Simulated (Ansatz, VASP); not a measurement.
# BaOs3 in VASP and in Ansatz

```xyz
4
Lattice="4.1667 0.0000 0.0000 0.0000 4.1667 0.0000 0.0000 0.0000 4.1667" Properties=species:S:1:pos:R:3 pbc="T T T"
Ba    0.0000    0.0000    0.0000
Os    0.0000    2.0833    2.0833
Os    2.0833    2.0833    0.0000
Os    2.0833    0.0000    2.0833
```

Alike in both runs: task single point; functional PBEsol; k mesh 8 × 8 × 8; occupations gaussian, width 0.05 eV; no spin polarisation.

|  | VASP | Ansatz |
| --- | --- | --- |
| version | VASP 6.6.1 | Ansatz 0.2.0 |
| potentials or method | VASP PAW PBE potentials, release 64 (Ba_sv, Os), cutoff 520 eV | scalar-relativistic, plane waves, PAW |
| valence electrons in the cell | 34 | 58 |

Ansatz gave:

| Item | Value |
| --- | --- |
| gap on the k mesh at the Fermi level (eV) | none |
| pressure (GPa) | -5.8 |

Q: Which values does VASP return?

A: gap on the k mesh at the Fermi level (eV): none; pressure (GPa): -0.9.

VASP's potentials were made for PBE, not for PBEsol. A gap of «none» marks a metal or a gap that the smearing closes. One of these differences is far larger than is usual between the two programs; its cause wasn't traced. VASP's potentials hold 34 valence electrons a cell and Ansatz's 58, so a difference there can come from the potentials and not from the codes.

Spin-orbit coupling is off throughout.
